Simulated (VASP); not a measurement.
Wanted: the native input for a VASP 6.6.1 run.

* Task: single point
* Functional: PBE
* Potentials or basis: VASP PAW PBE potentials, release 64 (Sn_d, O)
* Cutoff: 520 eV
* k mesh: 4 × 4 × 6
* Occupations: gaussian, width 0.1 eV
* Spin: no spin polarisation
* Dipole correction: no
* Further INCAR settings: ALGO = Normal; EDIFF = 1e-06; NBANDS = 35

The structure of SnO2 lies in POSCAR:

```
SnO2
1.0
    4.8254276730      0.0000000000      0.0000000000
    0.0000000000      4.8254276730      0.0000000000
    0.0000000000      0.0000000000      3.2372799986
Sn O
2 4
Direct
    0.0000000000      0.0000000000      0.0000000000
    0.5000000000      0.5000000000      0.5000000000
    0.3067491142      0.3067491142      0.0000000000
    0.1932508858      0.8067491142      0.5000000000
    0.6932508858      0.6932508858      0.0000000000
    0.8067491142      0.1932508858      0.5000000000
```

One way to write it, as run:

INCAR

```
ALGO = Normal ; EDIFF = 1E-6
ENCUT = 520 ; GGA = PE
ISIF = 2 ; ISMEAR = 0
LASPH = T ; LCHARG = T
LELF = T ; LREAL = F
LVHAR = T ; LWAVE = F
NBANDS = 35 ; NELM = 60
PREC = Accurate ; SIGMA = 0.1
```

KPOINTS

```
k-points
0
Gamma
  4 4 6
```

Potentials or basis: VASP PAW PBE potentials, release 64 (Sn_d, O).

Command:

```bash
$ cat potpaw_PBE.64/Sn_d/POTCAR potpaw_PBE.64/O/POTCAR > POTCAR
$ mpirun -np 1 vasp_std > vasp.out
```

Results of the run:

| Quantity | Value |
| --- | --- |
| Pressure | 0.8 GPa |
| Largest force | 0.043 eV/Å |
| Band gap on the k mesh | 0.68 eV |

Caveat: semilocal functionals underestimate gaps, and a narrow one can read as zero; spin-orbit coupling is left out, which moves the levels of the heavy elements.

Wall time 52 s on 1 thread of Intel(R) Xeon(R) Platinum 8175M CPU @ 2.50GHz (Skylake/Cascade Lake), on a shared host, peak memory 0.2 GiB.
